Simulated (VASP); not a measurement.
Set up this calculation in VASP 6.6.1, as the native input.

* Task: single point
* Functional: PBE
* Potentials or basis: VASP PAW PBE potentials, release 64 (Al, Ni, Co)
* Cutoff: 520 eV
* k mesh: 10 × 10 × 10
* Occupations: gaussian, width 0.1 eV
* Spin: collinear spin, ferromagnetic start
* Starting moments: [0.0, 0.0, 0.0, 0.0, 0.0, 0.0, 0.0, 0.82] μB
* Dipole correction: no
* k mesh for the DOS: 15 × 15 × 15
* Occupations for the DOS: tetrahedron
* Further INCAR settings: ALGO = Normal; EDIFF = 1e-06; NBANDS = 40

The system is Al4CoNi3.

```
Al Ni Co
1.0
    -2.88677    2.88677    2.88677
     2.88677   -2.88677    2.88677
     2.88677    2.88677   -2.88677
Al Ni Co
4 3 1
Direct
  0.00000 0.50000 0.00000
  0.50000 0.50000 0.50000
  0.00000 0.00000 0.50000
  0.50000 0.00000 0.00000
  0.50000 0.00000 0.50000
  0.50000 0.50000 0.00000
  0.00000 0.50000 0.50000
  0.00000 0.00000 0.00000
```

One way to write it, as run:

POSCAR

```
Al4CoNi3
1.0
   -2.8867732000      2.8867732000      2.8867732000
    2.8867732000     -2.8867732000      2.8867732000
    2.8867732000      2.8867732000     -2.8867732000
Al Ni Co
4 3 1
Direct
    0.0000000000      0.5000000000      0.0000000000
    0.5000000000      0.5000000000      0.5000000000
    0.0000000000      0.0000000000      0.5000000000
    0.5000000000      0.0000000000      0.0000000000
    0.5000000000      0.0000000000      0.5000000000
    0.5000000000      0.5000000000      0.0000000000
    0.0000000000      0.5000000000      0.5000000000
    0.0000000000      0.0000000000      0.0000000000
```

INCAR.step1

```
SYSTEM = Al4CoNi3
ALGO = Normal ; EDIFF = 1E-6
ENCUT = 520 ; GGA = PE
ISIF = 2 ; ISMEAR = 0
ISPIN = 2 ; LASPH = .TRUE.
LCHARG = .TRUE. ; LMAXMIX = 4
LREAL = .FALSE. ; LWAVE = .FALSE.
MAGMOM = 0 0 0 0 0 0 0 0.82 ; NBANDS = 40
NELM = 150 ; PREC = Accurate
SIGMA = 0.1
```

KPOINTS.step1

```
k-points
0
G
  10 10 10
  0 0 0
```

INCAR.step2

```
SYSTEM = Al4CoNi3
ALGO = Normal ; EDIFF = 1E-6
ENCUT = 520 ; GGA = PE
ICHARG = 11 ; ISIF = 2
ISMEAR = -5 ; ISPIN = 2
LASPH = .TRUE. ; LCHARG = .FALSE.
LMAXMIX = 4 ; LORBIT = 11
LREAL = .FALSE. ; LWAVE = .FALSE.
MAGMOM = 0 0 0 0 0 0 0 0.82 ; NBANDS = 40
NEDOS = 1001 ; NELM = 150
PREC = Accurate ; SIGMA = 0.1
```

KPOINTS.step2

```
k-points
0
G
  15 15 15
  0 0 0
```

Potentials or basis: VASP PAW PBE potentials, release 64 (Al, Ni, Co).

Run with:

```console
$ cat potpaw_PBE.64/Al/POTCAR potpaw_PBE.64/Ni/POTCAR potpaw_PBE.64/Co/POTCAR > POTCAR
$ cp INCAR.step1 INCAR
$ cp KPOINTS.step1 KPOINTS
$ mpirun -np 1 vasp_std > vasp.out
$ cp INCAR.step2 INCAR
$ cp KPOINTS.step2 KPOINTS
$ mpirun -np 1 vasp_std > vasp.out
```

It gave:

```
Net moment                                            : 0.94 μB per cell
Site moments                                          : Al +0.00; Ni +0.08; Co +0.72 μB
Valence electrons inside the program's atomic spheres : Al 0.80; Ni 9.45; Co 8.38
```

Run time: 20 min on 1 thread of Oxide Virtual Turin-like Processor (shared host), peak memory 0.72 GiB.
